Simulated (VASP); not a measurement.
Here is a VASP 6.6.1 calculation.

Contents of INCAR:

```
SYSTEM = ScAl
PREC = Accurate
ENCUT = 520
EDIFF = 1E-8
ISMEAR = -1
SIGMA = 0.15
LREAL = .False.
LASPH = .True.
NELM = 60
ALGO = Normal
ISIF = 2
LWAVE = .False.
LCHARG = .False.
NBANDS = 14
IBRION = 8
NSW = 1
```

The input KPOINTS:

```
regular mesh
0
Gamma
  12 12 12
  0 0 0
```

File POSCAR:

```
ScAl
1.0
    3.3323022257      0.0000000000      0.0000000000
    0.0000000000      3.3323022257      0.0000000000
    0.0000000000      0.0000000000      3.3323022257
Sc Al
1 1
Direct
    0.5000000000      0.5000000000      0.5000000000
    0.0000000000      0.0000000000      0.0000000000
```

Potentials or basis: VASP PAW LDA potentials, release 64 (Sc_sv, Al).

Launch:

```console
$ cat potpaw_LDA.64/Sc_sv/POTCAR potpaw_LDA.64/Al/POTCAR > POTCAR
$ mpirun -np 1 vasp_std > vasp.out
```

(1) What does it give for the highest phonon frequency at Γ, LO-TO splitting left out?

Answers

(1) 287 cm⁻¹.

Caveat: the cell differs from its parent crystal (phonons at volume x 1.02); the cell wasn't relaxed at this level first, which shifts response properties.
